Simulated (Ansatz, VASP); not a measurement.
Two plane-wave programs on BaTiO3

Contents of POSCAR:

```
BaTiO3
1.0
    2.8400536680     -1.6397057497     -2.3314328258
    0.0000000000      3.2794114995     -2.3314328258
    8.7567374745      5.0557047382      6.6058817687
Ba Ti O
3 3 9
Direct
    0.9346125848      0.9346125848      0.7515283674
    0.9901459181      0.9901459181      0.0848617007
    0.9623792515      0.9623792515      0.4181950341
    0.4068926886      0.4068926886      0.9226826165
    0.4624260220      0.4624260220      0.2560159498
    0.4346593553      0.4346593553      0.5893492831
    0.4341225408     -0.0562835491      0.9138512176
    0.4896558741     -0.0007502158      0.2471845509
    0.4618892074     -0.0285168825      0.5805178843
   -0.0562835491      0.4341225408      0.9138512176
   -0.0007502158      0.4896558741      0.2471845509
   -0.0285168825      0.4618892074      0.5805178843
    0.5038055983      0.5038055983      0.0773199142
    0.4760389317      0.4760389317      0.4106532476
    0.4482722650      0.4482722650      0.7439865809
```

File INCAR.step1:

```
SYSTEM = BaTiO3
ALGO     = Normal         ! electronic algorithm
EDIFF    = 1E-4           ! SCF threshold, eV
ENCUT    = 520            ! plane-wave cutoff, eV
GGA      = PE             ! functional
ISMEAR   = 0              ! smearing method
LASPH    = .TRUE.         ! aspherical terms in the spheres
LCHARG   = .FALSE.        ! write CHGCAR
LREAL    = Auto         
LWAVE    = .TRUE.         ! write WAVECAR
NBANDS   = 73             ! bands
NELM     = 60             ! most SCF steps
PREC     = Accurate       ! precision mode
SIGMA    = 0.05           ! smearing width, eV
```

Contents of INCAR.step2:

```
SYSTEM = BaTiO3
ALGO     = Normal         ! electronic algorithm
EDIFF    = 1E-7           ! SCF threshold, eV
ENCUT    = 520            ! plane-wave cutoff, eV
ISIF     = 2              ! what is computed and relaxed
ISMEAR   = 0              ! smearing method
ISTART   = 1            
LASPH    = .TRUE.         ! aspherical terms in the spheres
LCHARG   = .TRUE.         ! write CHGCAR
LELF     = .TRUE.         ! ELF
LMIXTAU  = .TRUE.       
LREAL    = Auto         
LVHAR    = .TRUE.       
LWAVE    = .FALSE.        ! write WAVECAR
METAGGA  = R2SCAN         ! meta-GGA
NBANDS   = 73             ! bands
NELM     = 60             ! most SCF steps
PREC     = Accurate       ! precision mode
SIGMA    = 0.05           ! smearing width, eV
```

Contents of KPOINTS:

```
k-points
0
G
  6 6 2
  0 0 0
```

Input for Ansatz:

```yaml
crystal:
  lattice:
    - [2.840053668, -1.6397057497, -2.3314328258]
    - [0.0, 3.2794114995, -2.3314328258]
    - [8.7567374745, 5.0557047382, 6.6058817687]
  atoms:
    - { symbol: Ba, position: [0.9346125848, 0.9346125848, 0.7515283674] }
    - { symbol: Ba, position: [0.9901459181, 0.9901459181, 0.0848617007] }
    - { symbol: Ba, position: [0.9623792515, 0.9623792515, 0.4181950341] }
    - { symbol: Ti, position: [0.4068926886, 0.4068926886, 0.9226826165] }
    - { symbol: Ti, position: [0.462426022, 0.462426022, 0.2560159498] }
    - { symbol: Ti, position: [0.4346593553, 0.4346593553, 0.5893492831] }
    - { symbol: O, position: [0.4341225408, -0.0562835491, 0.9138512176] }
    - { symbol: O, position: [0.4896558741, -0.0007502158, 0.2471845509] }
    - { symbol: O, position: [0.4618892074, -0.0285168825, 0.5805178843] }
    - { symbol: O, position: [-0.0562835491, 0.4341225408, 0.9138512176] }
    - { symbol: O, position: [-0.0007502158, 0.4896558741, 0.2471845509] }
    - { symbol: O, position: [-0.0285168825, 0.4618892074, 0.5805178843] }
    - { symbol: O, position: [0.5038055983, 0.5038055983, 0.0773199142] }
    - { symbol: O, position: [0.4760389317, 0.4760389317, 0.4106532476] }
    - { symbol: O, position: [0.448272265, 0.448272265, 0.7439865809] }
basis:
  ecutwfc: 500
kpoints:
  mp_grid: { grid: [6, 6, 2] }
hamiltonian:
  xc: r2scan
scf:
  occupations: { method: gaussian, width: 0.05 }
output:
  forces: true
  stress: true
  eigenvalues: true
```

Alike in both runs: task single point; functional r2SCAN; k mesh 6 × 6 × 2; occupations gaussian, width 0.05 eV; no spin polarisation.

|  | VASP | Ansatz |
| --- | --- | --- |
| version | VASP 6.6.1 | Ansatz 0.2.0 |
| potentials or method | VASP PAW PBE potentials, release 64 (Ba_sv, Ti_sv, O), cutoff 520 eV | scalar-relativistic, plane waves, PAW |
| valence electrons in the cell | 120 | 120 |

```csv
,VASP,Ansatz,Ansatz less VASP
gap on the k mesh at the Fermi level (eV),2.58,2.59,+0.012
least direct gap on the mesh (eV),3.03,3.01,-0.018
pressure (GPa),1.8,-0.2,-1.93
"traceless stress, the component that is largest in VASP (GPa)",4.75,4.74,-0.016
rms of the force components (eV/Å),0.490,0.473,-0.0163
```

VASP's potentials were made for PBE, not for r2SCAN. Atom by atom the forces differ by 0.065 eV/Å (rms over components). With one functional, cell and mesh, what is left measures potentials, basis and numerics.

Neither program's run includes spin-orbit coupling.
